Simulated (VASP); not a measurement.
# Li (a cell with a defect) in VASP: further runs, part 2 of 2

VASP 6.6.1.

**4. Single point, PBEsol**

Input file INCAR:

```
SYSTEM = Li
PREC     = Accurate       ! precision mode
ENCUT    = 520            ! plane-wave cutoff, eV
EDIFF    = 1E-6           ! SCF threshold, eV
ISMEAR   = -1             ! smearing method
SIGMA    = 0.1            ! smearing width, eV
LREAL    = Auto         
LASPH    = .TRUE.         ! aspherical terms in the spheres
NELM     = 60             ! most SCF steps
ALGO     = Normal         ! electronic algorithm
ISIF     = 2              ! what is computed and relaxed
LWAVE    = .FALSE.        ! write WAVECAR
LCHARG   = .TRUE.         ! write CHGCAR
GGA      = PS             ! functional
LELF     = .TRUE.         ! ELF
LVHAR    = .TRUE.       
NBANDS   = 40             ! bands
```

Input file KPOINTS:

```
regular mesh
0
G
  2 2 2
  0 0 0
```

Input file POSCAR:

```
Li
1.0
    6.9800000000      0.0000000000      0.0000000000
    0.0000000000      6.9800000000      0.0000000000
    0.0000000000      0.0000000000      6.9800000000
Li
17
Direct
    0.1490687679      0.0122636103     -0.0487249284
    0.5940257880     -0.0182664756     -0.1033524355
   -0.0047851003      0.3932378223     -0.1676934097
    0.2291833811      0.0797994269      0.5318194842
    0.2107020057      0.3374068768      0.1995845272
    0.4053295129      0.3611604585     -0.0778366762
    0.6355157593     -0.0564040115      0.4434670487
    1.0382521490     -0.1398853868      0.4008022923
    0.0545988539      0.5136103152      0.4333237822
    0.3625501433      0.8360601719      0.1815472779
    0.5436819484      0.2392406877      0.6500286533
    0.5389255014      0.5943409742      0.4717765043
    0.7265759312      0.6202292264      0.1087822350
    0.8772063037      0.1215902579      0.5926504298
    0.3269197708      0.7123638968      0.8264469914
    0.7721346705      0.6998424069      0.6716762178
    0.7327507163      0.1643982808      0.1780085960
```

Launch:

```
cat potpaw_PBE.64/Li_sv/POTCAR > POTCAR
mpirun -np 1 vasp_std > vasp.out
```

Run time: 77 s. Hardware: 1 thread of Intel Xeon 6975P-C (Granite Rapids), shared host; peak memory 0.37 GiB.

It converged, with:

| Quantity | Value |
| --- | --- |
| Free energy | -29.6046 eV |
| Largest force | 1.115 eV/Å |
| Band gap on the k mesh | zero (an odd number of electrons rules out a gap without spin polarisation) |

Forces in eV/Å, atoms in the order of the input:
```
Li  -0.708  0.289 -0.178
Li   0.148 -0.246 -0.142
Li  -0.057  0.091  0.131
Li   0.881  0.419  0.384
Li   0.182 -0.481  0.186
Li   0.305  0.161  0.176
Li  -0.639 -0.258 -0.410
Li  -0.530 -0.386 -0.740
Li  -0.251 -0.188  0.492
Li   0.205 -0.193  0.467
Li   0.003  0.505 -0.487
Li  -0.782 -0.671 -0.426
Li   0.182  0.048 -0.005
Li   0.273  0.520  0.429
Li  -0.174 -0.226 -0.795
Li   0.617  0.090  0.852
Li   0.344  0.525  0.065
```

Levels at points of the mesh, in eV from the Fermi level:
```csv
k point,band 22,band 23,band 24,band 25,band 26,band 27,band 28,band 29
"(0.00, 0.00, 0.00)",-1.07,-0.94,-0.82,0.36,0.39,0.61,0.69,0.83
"(0.50, 0.00, 0.00)",-0.65,-0.52,-0.47,-0.41,-0.37,-0.18,0.93,1.13
"(0.00, 0.50, 0.00)",-0.63,-0.54,-0.48,-0.40,-0.29,-0.18,0.98,1.14
"(0.00, 0.00, 0.50)",-0.65,-0.56,-0.53,-0.46,-0.24,-0.16,1.03,1.33
"(0.50, 0.50, 0.00)",-0.32,-0.19,-0.14,-0.14,0.00,0.21,0.38,0.56
"(0.00, 0.50, 0.50)",-0.45,-0.38,-0.23,-0.01,0.05,0.43,0.61,0.79
"(0.50, 0.00, 0.50)",-0.43,-0.22,-0.16,-0.04,0.09,0.15,0.54,0.58
"(0.50, 0.50, 0.50)",-1.63,-1.51,-1.48,-1.40,1.42,1.71,1.85,2.05
```

Caveat: the k points lie up to 0.45 Å⁻¹ apart, too coarse for converged energies and pressures of a metal; the cutoff is under 1.25 times the usual one of these potentials, so pressure, stress and relaxed cells hold a basis-set (Pulay) error; the atoms stand as in a frame of molecular dynamics; the PAW data sets were made with another functional, which shifts forces and pressure a little.

**5. Single point, PBEsol**

Input file INCAR:

```
PREC = Accurate
ENCUT = 520
EDIFF = 1E-6
ISMEAR = -1
SIGMA = 0.1
LREAL = Auto
LASPH = T
NELM = 60
ALGO = Normal
ISIF = 2
LWAVE = F
LCHARG = F
GGA = PS
NBANDS = 40
```

Input file KPOINTS:

```
Automatic mesh
0
Gamma
  2 2 2
```

Input file POSCAR:

```
Li
1.0
    6.9800000000      0.0000000000      0.0000000000
    0.0000000000      6.9800000000      0.0000000000
    0.0000000000      0.0000000000      6.9800000000
Li
17
Direct
    0.0965042980     -0.0905444126     -0.1694126074
    0.5866475645     -0.0844842407     -0.1148853868
    0.1570057307      0.3861604585     -0.0252148997
    0.3663896848      0.1848137536      0.6894842407
    0.1333524355      0.2867765043      0.3073638968
    0.5225787966      0.2628796562      0.0577363897
    0.6534527221     -0.0213753582      0.5393696275
    0.9645988539     -0.1138681948      0.3208309456
    0.1818624642      0.5533237822      0.4704441261
    0.3151289398      0.9196275072      0.1492550143
    0.6887965616      0.3903868195      0.6307163324
    0.5242979943      0.6433667622      0.3637392550
    0.7675358166      0.5614326648      0.1163610315
    0.9811461318      0.1701002865      0.5954154728
    0.3864899713      0.6077507163      0.8180085960
    0.8875644699      0.6432091691      0.6210315186
    0.8613037249      0.1512034384      0.0381088825
```

Potentials or basis: VASP PAW PBE potentials, release 64 (Li_sv).

Launch:

```
cat potpaw_PBE.64/Li_sv/POTCAR > POTCAR
mpirun -np 1 vasp_std > vasp.out
```

OUTCAR:

```text
PREC = Accurate
   ENCUT = 520
   EDIFF = 1E-6
   ISMEAR = -1
   LREAL = Auto
   LASPH = T
   NELM = 60
   ISIF = 2
   GGA = PS

 ion  position               nearest neighbor table
   1  0.097  0.909  0.831-  14 2.58
   2  0.587  0.916  0.885-   7 2.50
   3  0.157  0.386  0.975-   5 2.43  15 2.48
   4  0.366  0.185  0.689-
   5  0.133  0.287  0.307-   9 2.21  14 2.42   3 2.43
   6  0.523  0.263  0.058-  17 2.49
   7  0.653  0.979  0.539-   2 2.50
   8  0.965  0.886  0.321-
   9  0.182  0.553  0.470-   5 2.21  16 2.39  12 2.58
  10  0.315  0.920  0.149-
  11  0.689  0.390  0.631-  16 2.25  14 2.57
  12  0.524  0.643  0.364-  13 2.49   9 2.58
  13  0.768  0.561  0.116-  12 2.49
  14  0.981  0.170  0.595-   5 2.42  11 2.57   1 2.58
  15  0.386  0.608  0.818-   3 2.48
  16  0.888  0.643  0.621-  11 2.25   9 2.39
  17  0.861  0.151  0.038-   6 2.49

  LATTYP: Found a simple cubic cell.
 ALAT       =     6.9800000000

  Lattice vectors:

 A1 = (   6.9800000000,   0.0000000000,   0.0000000000)
 A2 = (   0.0000000000,   6.9800000000,   0.0000000000)
[... 194 lines left out ...]
 Fermi energy:         0.4717427135

 k-point     1 :       0.0000    0.0000    0.0000
  band No.  band energies     occupation
      1     -45.7235      2.00000
      2     -45.6856      2.00000
      3     -45.6582      2.00000
      4     -45.6422      2.00000
      5     -45.6020      2.00000
      6     -45.5333      2.00000
[... 309 lines left out ...]
     36       3.4871      0.00000
     37       3.6195      0.00000
 [bands above 37 left out]

------------------------ aborting loop because EDIFF is reached ----------------------------------------

  FORCE on cell =-STRESS in cart. coord.  units (eV):
  Direction    XX          YY          ZZ          XY          YZ          ZX
  --------------------------------------------------------------------------------------
  -------------------------------------------------------------------------------------
  Total        5.4375381      3.3892773     -0.5625008      1.4515009      0.6620121     -2.7635183
  in kB       25.6180827     15.9680331     -2.6501317      6.8385121      3.1189631    -13.0198703
  external PRESSURE =      12.9786614 kB  Pullay stress =       0.0000000 kB

 VOLUME and BASIS-vectors are now :
 -----------------------------------------------------------------------------
  energy-cutoff  :      520.00
  volume of cell :      340.07
      direct lattice vectors                 reciprocal lattice vectors
     6.980000000  0.000000000  0.000000000     0.143266476  0.000000000  0.000000000
     0.000000000  6.980000000  0.000000000     0.000000000  0.143266476  0.000000000
     0.000000000  0.000000000  6.980000000     0.000000000  0.000000000  0.143266476

 POSITION                                       TOTAL-FORCE (eV/Angst)
 -----------------------------------------------------------------------------------
      0.67360      6.34800      5.79750         0.011386     -0.270167      0.045213
      4.09480      6.39030      6.17810         0.519913     -0.314648      0.125232
      1.09590      2.69540      6.80400        -0.349397      0.239165     -0.451354
      2.55740      1.29000      4.81260        -0.298178      0.056533     -0.186354
      0.93080      2.00170      2.14540         0.156871     -0.581421     -0.286118
      3.64760      1.83490      0.40300        -0.378413      0.144126      0.343159
[... 9 lines left out ...]
      6.19520      4.48960      4.33480        -0.018074      0.500020      0.516082
      6.01190      1.05540      0.26600         0.098015     -0.158965     -0.102611
 -----------------------------------------------------------------------------------
    total drift:                               -0.012910     -0.000339      0.003742

  FREE ENERGIE OF THE ION-ELECTRON SYSTEM (eV)
  ---------------------------------------------------
  free  energy   TOTEN  =       -30.0384000930 eV

  energy  without entropy=      -29.8121292061  energy(sigma->0) =      -29.92526465
```

OSZICAR:

```text
N       E                     dE             d eps       ncg     rms          rms(c)
DAV:   1     0.301532073410E+03    0.30153E+03   -0.22867E+04   640   0.127E+03
DAV:   2     0.478656448669E+02   -0.25367E+03   -0.23804E+03   656   0.345E+02
DAV:   3    -0.132875195830E+02   -0.61153E+02   -0.59609E+02  1208   0.847E+01
DAV:   4    -0.272619323092E+02   -0.13974E+02   -0.13699E+02  1080   0.653E+01
DAV:   5    -0.304244099795E+02   -0.31625E+01   -0.31609E+01  1208   0.201E+01    0.227E+00
DAV:   6    -0.301000242968E+02    0.32439E+00   -0.11110E+00   960   0.546E+00    0.111E+00
DAV:   7    -0.300393218157E+02    0.60702E-01   -0.24160E-01  1040   0.199E+00    0.374E-01
DAV:   8    -0.300377523313E+02    0.15695E-02   -0.62477E-02  1008   0.103E+00    0.169E-01
DAV:   9    -0.300383848072E+02   -0.63248E-03   -0.10469E-02  1032   0.411E-01    0.123E-01
DAV:  10    -0.300383916727E+02   -0.68655E-05   -0.95471E-04  1000   0.166E-01    0.435E-02
DAV:  11    -0.300383974897E+02   -0.58170E-05   -0.21409E-04  1032   0.840E-02    0.111E-02
DAV:  12    -0.300384004943E+02   -0.30045E-05   -0.57267E-05  1016   0.423E-02    0.690E-03
DAV:  13    -0.300384000930E+02    0.40123E-06   -0.69918E-06   912   0.188E-02
   1 F= -.30038400E+02 E0= -.29925265E+02  d E =-.226271E+00
```

Run time: 69 s. Hardware: 1 thread of Intel Xeon 6975P-C (Granite Rapids), shared host; peak memory 0.36 GiB.

What came out:

- Free energy: -30.0384 eV
- Largest force: 0.719 eV/Å
- Band gap on the k mesh: zero (an odd number of electrons rules out a gap without spin polarisation)

Forces on the atoms (eV/Å):
```
Li   0.011 -0.270  0.045
Li   0.520 -0.315  0.125
Li  -0.349  0.239 -0.451
Li  -0.298  0.057 -0.186
Li   0.157 -0.581 -0.286
Li  -0.378  0.144  0.343
Li  -0.184 -0.055 -0.543
Li  -0.047 -0.196 -0.251
Li   0.329  0.566  0.249
Li  -0.033  0.053  0.337
Li  -0.414 -0.456  0.150
Li  -0.125 -0.001  0.072
Li   0.557  0.239 -0.321
Li  -0.080  0.131  0.469
Li   0.254  0.105 -0.164
Li  -0.018  0.500  0.516
Li   0.098 -0.159 -0.103
```

Caveat: the k points lie up to 0.45 Å⁻¹ apart, too coarse for converged energies and pressures of a metal; the cutoff is under 1.25 times the usual one of these potentials, so pressure, stress and relaxed cells hold a basis-set (Pulay) error; the atoms stand as in a frame of molecular dynamics; the PAW data sets were made with another functional, which shifts forces and pressure a little.

**6. Summary**

```tsv
cell	gap on the mesh (eV)	largest force (eV/Å)
as given, atomic positions A	none	0.07
as given, atomic positions B	none	1.03
as given, atomic positions C	none	1.11
as given, atomic positions D	none	0.72
```

Alike in all rows: task single point; level PBEsol; potentials or basis VASP PAW PBE potentials, release 64 (Li_sv); no spin polarisation; k mesh 2 × 2 × 2; cutoff (eV) 520; smearing fermi-dirac 0.1 eV.

Caveats: all runs use coarse meshes; the cutoff is under 1.25 times the usual one of these potentials, so pressure, stress and relaxed cells hold a basis-set (Pulay) error; the PAW data sets were made with another functional, which shifts forces and pressure a little; the atoms stand as in a frame of molecular dynamics (at least some runs).

Total energies depend on the potentials used, so only differences within one code and one set of settings carry meaning.
